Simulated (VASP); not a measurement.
# Mn2FeI6 (I4/mmm) in VASP: density of states with PBEsol

Aim: the density of states of Mn2FeI6 with PBEsol.

All numbers are computed with VASP 6.6.1; they aren't measurements. Logs are shortened: lines on timing, memory, paths and dates and some standing lists are left out, and cuts for length are marked.

### Step 1. The cell of the first run

The structure is tetragonal, space group I4/mmm (No. 139). Conventional cell: a = 8.321 Å, b = 8.321 Å, c = 8.555 Å, α = 90.00°, β = 90.00°, γ = 90.00°. Fe (site symmetry 4/mmm) has 6 I at 2.43 to 2.99 Å within 3.2 Å. Mn (site symmetry -4m2) has 12 I at 3.67 to 4.25 Å and 2 Mn at 4.28 Å and 4 Fe at 4.68 Å within 4.8 Å. I (site symmetry m2m) has 1 Fe at 2.43 Å within 3.2 Å. Within 3.4 Å of I (site symmetry 4mm) lie 1 I at 2.57 Å and 1 Fe at 2.99 Å.

### Step 2. Density of states, PBEsol

Input file POSCAR:

```
Mn2FeI6
1.0
   -4.1606046500      4.1606046500      4.2777328900
    4.1606046500     -4.1606046500      4.2777328900
    4.1606046500      4.1606046500     -4.2777328900
Fe Mn I
1 2 6
Direct
    0.0000000000      0.0000000000      0.0000000000
    0.7500000000      0.2500000000      0.5000000000
    0.2500000000      0.7500000000      0.5000000000
    0.7937900000      0.7937900000      0.5875800000
    0.7937900000      0.2062100000      0.0000000000
    0.2062100000      0.2062100000      0.4124200000
    0.2062100000      0.7937900000      0.0000000000
    0.6500600000      0.6500600000      0.0000000000
    0.3499400000      0.3499400000      0.0000000000
```

Input file INCAR.step1:

```
  PREC = Accurate
  ENCUT = 520
  EDIFF = 1E-7
  ISMEAR = -1
  SIGMA = 0.1
  LREAL = False
  LASPH = True
  NELM = 100
  ALGO = Normal
  ISIF = 2
  LWAVE = False
  LCHARG = True
  LMAXMIX = 4
  GGA = PS
  NBANDS = 48
```

Input file KPOINTS.step1:

```
regular mesh
0
Gamma
  6 6 6
```

Input file INCAR.step2:

```
  PREC = Accurate
  ENCUT = 520
  EDIFF = 1E-7
  ISMEAR = -5
  SIGMA = 0.1
  LREAL = False
  LASPH = True
  NELM = 100
  ALGO = Normal
  ISIF = 2
  LWAVE = False
  LCHARG = False
  LMAXMIX = 4
  GGA = PS
  LORBIT = 11
  NEDOS = 2001
  ICHARG = 11
```

Input file KPOINTS.step2:

```
regular mesh
0
Gamma
  9 9 9
```

Potentials or basis: VASP PAW PBE potentials, release 64 (Fe, Mn_pv, I).

Started as:

```bash
> cat potpaw_PBE.64/Fe/POTCAR potpaw_PBE.64/Mn_pv/POTCAR potpaw_PBE.64/I/POTCAR > POTCAR
> cp INCAR.step1 INCAR
> cp KPOINTS.step1 KPOINTS
> mpirun -np 1 vasp_std > vasp.out
> cp INCAR.step2 INCAR
> cp KPOINTS.step2 KPOINTS
> mpirun -np 1 vasp_std > vasp.out
```

OUTCAR:

```text
PREC = Accurate
   ENCUT = 520
   EDIFF = 1E-7
   ISMEAR = -5
   LREAL = False
   LASPH = True
   NELM = 100
   ISIF = 2
   GGA = PS
   LORBIT = 11
   ICHARG = 11

 ion  position               nearest neighbor table
   1  0.000  0.000  0.000-   4 2.43   5 2.43   6 2.43   7 2.43   8 2.99   9 2.99
   2  0.750  0.250  0.500-
   3  0.250  0.750  0.500-
   4  0.794  0.794  0.588-   1 2.43   5 3.43   7 3.43
   5  0.794  0.206  0.000-   1 2.43   4 3.43   6 3.43
   6  0.206  0.206  0.412-   1 2.43   5 3.43   7 3.43
   7  0.206  0.794  0.000-   1 2.43   4 3.43   6 3.43
   8  0.650  0.650  0.000-   9 2.57   1 2.99
   9  0.350  0.350  0.000-   8 2.57   1 2.99

  LATTYP: Found a body centered tetragonal cell.
 ALAT       =     8.3212093000
 C/A-ratio  =     1.0281517351

  Lattice vectors:

 A1 = (  -4.1606046500,   4.1606046500,   4.2777328900)
 A2 = (   4.1606046500,  -4.1606046500,   4.2777328900)
 A3 = (   4.1606046500,   4.1606046500,  -4.2777328900)

Analysis of symmetry for initial positions (statically):
=====================================================================
 Subroutine PRICEL returns:
 Original cell was already a primitive cell.

 Routine SETGRP: Setting up the symmetry group for a
 body centered tetragonal supercell.

 Subroutine GETGRP returns: Found 16 space group operations
 (whereof 16 operations were pure point group operations)
 out of a pool of 16 trial point group operations.

The static configuration has the point symmetry D_4h.

Analysis of symmetry for dynamics (positions and initial velocities):
=====================================================================
 Subroutine PRICEL returns:
 Original cell was already a primitive cell.

 Routine SETGRP: Setting up the symmetry group for a
 body centered tetragonal supercell.

 Subroutine GETGRP returns: Found 16 space group operations
 (whereof 16 operations were pure point group operations)
 out of a pool of 16 trial point group operations.

The dynamic configuration has the point symmetry D_4h.

 Subroutine INISYM returns: Found 16 space group operations
 (whereof 16 operations are pure point group operations),
 and found     1 'primitive' translations

----------------------------------------------------------------------------------------

                                     Primitive cell

  volume of cell :     296.2010

  direct lattice vectors                    reciprocal lattice vectors
    -4.160604650  4.160604650  4.277732890     0.000000000  0.120174840  0.116884343
     4.160604650 -4.160604650  4.277732890     0.120174840  0.000000000  0.116884343
     4.160604650  4.160604650 -4.277732890     0.120174840  0.120174840  0.000000000

  length of vectors
     7.274631316  7.274631316  7.274631316     0.167642304  0.167642304  0.169952889

  position of ions in fractional coordinates (direct lattice)
     0.000000000  0.000000000  0.000000000
     0.750000000  0.250000000  0.500000000
     0.250000000  0.750000000  0.500000000
     0.793790000  0.793790000  0.587580000
     0.793790000  0.206210000  0.000000000
     0.206210000  0.206210000  0.412420000
     0.206210000  0.793790000  0.000000000
     0.650060000  0.650060000  0.000000000
     0.349940000  0.349940000  0.000000000

  ion indices of the primitive-cell ions
   primitive index   ion index
                 1           1
                 2           2
                 3           3
                 4           4
                 5           5
                 6           6
                 7           7
                 8           8
                 9           9

----------------------------------------------------------------------------------------

 KPOINTS: regular mesh

Automatic generation of k-mesh.
 Grid dimensions read from file:
 generate k-points for:    9    9    9

 Generating k-lattice:

  Cartesian coordinates                     Fractional coordinates (reciprocal lattice)
     0.000000000  0.013352760  0.012987149     0.111111111  0.000000000 -0.000000000
     0.013352760  0.000000000  0.012987149     0.000000000  0.111111111 -0.000000000
     0.013352760  0.013352760  0.000000000     0.000000000  0.000000000  0.111111111

  Length of vectors
     0.018626923  0.018626923  0.018883654

  Shift w.r.t. Gamma in fractional coordinates (k-lattice)
     0.000000000  0.000000000  0.000000000

 TETIRR: Found    939 inequivalent tetrahedra from     4374

 Subroutine IBZKPT returns following result:
 ===========================================

 Found     75 irreducible k-points:

 Following reciprocal coordinates:
            Coordinates               Weight
  0.000000  0.000000  0.000000      1.000000
  0.111111 -0.000000  0.000000      8.000000
  0.222222 -0.000000  0.000000      8.000000
  0.333333  0.000000 -0.000000      8.000000
  0.444444 -0.000000  0.000000      8.000000
  0.111111  0.111111  0.000000      8.000000
[... 16 lines left out ...]
 -0.333333  0.333333  0.000000      4.000000
  0.444444  0.444444  0.000000      8.000000
 [... further k-points ...]
   k-points           NKPTS =     75   k-points in BZ     NKDIM =     75   number of bands    NBANDS=     45
   number of dos      NEDOS =   2001   number of ions     NIONS =      9
   total plane-waves  NPLWV = 157464
   dimension x,y,z NGX =    54 NGY =   54 NGZ =   54
   dimension x,y,z NGXF=   108 NGYF=  108 NGZF=  108
   ions per type =               1   2   6
   NGX,Y,Z   is equivalent  to a cutoff of  12.34, 12.34, 12.34 a.u.
   NGXF,Y,Z  is equivalent  to a cutoff of  24.68, 24.68, 24.68 a.u.
 SYSTEM =  unknown system
   PREC   = accura    normal or accurate (medium, high low for compatibility)
   ISTART =      0    job   : 0-new  1-cont  2-samecut
   ICHARG =     11    charge: 1-file 2-atom 10-const
   ISPIN  =      1    spin polarized calculation?
   LNONCOLLINEAR =      F non collinear calculations
   LSORBIT =      F    spin-orbit coupling
   LASPH  =      T    aspherical Exc in radial PAW
   ENCUT  =  520.0 eV  38.22 Ry    6.18 a.u.  13.53 13.53 13.53*2*pi/ulx,y,z
   NELM   =    100;   NELMIN=  2; NELMDL=  0     # of ELM steps
   EDIFF  = 0.1E-06   stopping-criterion for ELM
   LREAL  =      F    real-space projection
   EDIFFG = 0.1E-05   stopping-criterion for IOM
   NSW    =      0    number of steps for IOM
   IBRION =     -1    ionic relax: 0-MD 1-quasi-New 2-CG
   NFREE  =      0    steps in history (QN), initial steepest desc. (CG)
   ISIF   =      2    stress and relaxation
   ISYM   =      2    0-nonsym 1-usesym 2-fastsym
   POTIM  = 0.5000    time-step for ionic-motion
   TEBEG  =    0.0;   TEEND  =   0.0 temperature during run
   PSTRESS=    0.0 pullay stress
   NELECT =      76.0000    total number of electrons
   NUPDOWN=      -1.0000    fix difference up-down
   EMIN   =  10.00;   EMAX   =-10.00  energy-range for DOS
   EFERMI =   0.00;   METHOD = LEGACY
   ISMEAR =    -5;   SIGMA  =   0.10  broadening in eV -4-tet -1-fermi 0-gaus
   EFERMI_NEDOS =   21; number of points for ismear=-14 and -15
   IALGO  =     38    algorithm
   IMIX   =      4    mixing-type and parameters
     AMIX     =   0.40;   BMIX     =  1.00
     AMIX_MAG =   1.60;   BMIX_MAG =  1.00
  volume/ion in A,a.u.               =      32.91       222.10
  Fermi-wavevector in a.u.,A,eV,Ry     =   1.040281  1.965845 14.724004  1.082184
  Thomas-Fermi vector in A             =   2.174849
   LORBIT       =     11    0 simple, 1 ext, 2 COOP (PROOUT), +10 PAW based schemes
   GGA     = PS    functional components
   LHFCALC =     F    Hartree Fock is set to
   AEXX    =    0.0000 exact exchange contribution
   IVDW    =     0    specifies the selected vdW correction
   LEPSILON=     F    determine dielectric tensor
   LRPA    =     F    only Hartree local field effects (RPA)
 non-spin polarized calculation
 Fermi weights with tetrahedron method with Bloechl corrections
  energy-cutoff  :      520.00
  volume of cell :      296.20
 maximum number of plane-waves:      8028
 NGX is ok and might be reduce to    54

 number of electron      76.0000031 magnetization

 Free energy of the ion-electron system (eV)
  ---------------------------------------------------
  ext. energy  EPLUGINS =         0.00000000
  ---------------------------------------------------
  free energy    TOTEN  =       -25.69284009 eV

  energy without entropy =      -25.69284009  energy(sigma->0) =      -25.69284009

 E-fermi :   4.0493     XC(G=0):  -8.9844

 val. band max:        4.0646182941   @ k =  -0.3333   0.3333   0.2222
 cond. band min:       4.0475257490   @ k =  -0.1111   0.1111   0.0000
 fundamental gap:     -0.0170925452
 Fermi energy:         4.0493356134

 k-point     1 :       0.0000    0.0000    0.0000
  band No.  band energies     occupation
      1     -43.2172      2.00000
      2     -43.2172      2.00000
      3     -43.2172      2.00000
      4     -43.2172      2.00000
      5     -43.2045      2.00000
      6     -43.2040      2.00000
[... 37 lines left out ...]
     44       4.2824      0.00000
     45       4.3824      0.00000

 k-point     2 :       0.1111   -0.0000    0.0000
  band No.  band energies     occupation
      1     -43.2172      2.00000
      2     -43.2172      2.00000
      3     -43.2172      2.00000
      4     -43.2172      2.00000
      5     -43.2044      2.00000
      6     -43.2040      2.00000
[... 1048 lines left out ...]
 k-point    24 :       0.4444    0.4444    0.0000
  band No.  band energies     occupation
      1     -43.2172      2.00000
      2     -43.2172      2.00000
      3     -43.2172      2.00000
      4     -43.2172      2.00000
      5     -43.2044      2.00000
      6     -43.2040      2.00000
[... 37 lines left out ...]
     44       5.1035      0.00000
     45       5.4285      0.00000

 [... further k-points ...]
[... 5 lines left out ...]
  --------------------------------------------------------------------------------------
  -------------------------------------------------------------------------------------
  Total       -4.2517687     -4.2517687     -2.5301692      0.0000000      0.0000000      0.0000000
  in kB      -22.9981901    -22.9981901    -13.6859074      0.0000000      0.0000000      0.0000000
  external PRESSURE =     -19.8940958 kB  Pullay stress =       0.0000000 kB

 VOLUME and BASIS-vectors are now :
 -----------------------------------------------------------------------------
  energy-cutoff  :      520.00
  volume of cell :      296.20
      direct lattice vectors                 reciprocal lattice vectors
    -4.160604650  4.160604650  4.277732890     0.000000000  0.120174840  0.116884343
     4.160604650 -4.160604650  4.277732890     0.120174840  0.000000000  0.116884343
     4.160604650  4.160604650 -4.277732890     0.120174840  0.120174840  0.000000000

 POSITION                                       TOTAL-FORCE (eV/Angst)
 -----------------------------------------------------------------------------------
      0.00000      0.00000      0.00000         0.000000     -0.000000      0.000000
      0.00000      4.16060      2.13887         0.000000     -0.000000     -0.000000
      4.16060      0.00000      2.13887         0.000000     -0.000000      0.000000
      2.44469      2.44469      4.27773        -0.553891     -0.553891      0.000000
     -2.44469      2.44469      4.27773         0.553891     -0.553891      0.000000
      1.71592      1.71592      0.00000         0.553891      0.553891     -0.000000
      2.44469     -2.44469      4.27773        -0.553891      0.553891      0.000000
      0.00000      0.00000      5.56157         0.000000     -0.000000      3.857952
      0.00000      0.00000      2.99390         0.000000      0.000000     -3.857952
 -----------------------------------------------------------------------------------
    total drift:                               -0.000000     -0.000000      0.000000

  FREE ENERGIE OF THE ION-ELECTRON SYSTEM (eV)
  ---------------------------------------------------
  free  energy   TOTEN  =       -25.6928400871 eV

  energy  without entropy=      -25.6928400871  energy(sigma->0) =      -25.69284009

 total charge

# of ion       s       p       d       tot
------------------------------------------
    1        0.396   0.480   6.487   7.364
    2        0.134   6.010   5.177  11.322
    3        0.134   6.010   5.177  11.322
    4        1.523   2.662   0.043   4.228
    5        1.523   2.662   0.043   4.228
    6        1.523   2.662   0.043   4.228
    7        1.523   2.662   0.043   4.228
    8        1.539   2.684   0.056   4.279
    9        1.539   2.684   0.056   4.279
--------------------------------------------------
tot          9.834  28.517  17.127  55.478
```

It took 28 min on 1 thread of Intel Xeon Platinum 8488C (Sapphire Rapids), shared host; peak memory 1 GiB.

Results:

```
Valence electrons inside the program's atomic spheres : Fe 7.36; Mn 11.32; I 4.23, 4.28
```

Caveat: the PAW data sets were made with another functional, which shifts forces and pressure a little; spin-orbit coupling is left out, which moves the levels of the heavy elements; the run has no spin polarisation, though such a crystal can be magnetic; semilocal functionals often make such compounds metallic where correlation or magnetic order opens a gap, which also shifts bond lengths; tetrahedron occupations give inexact forces and stress in metals. Spin polarisation is off, so any magnetic state and its effect on volume and gap are missing.
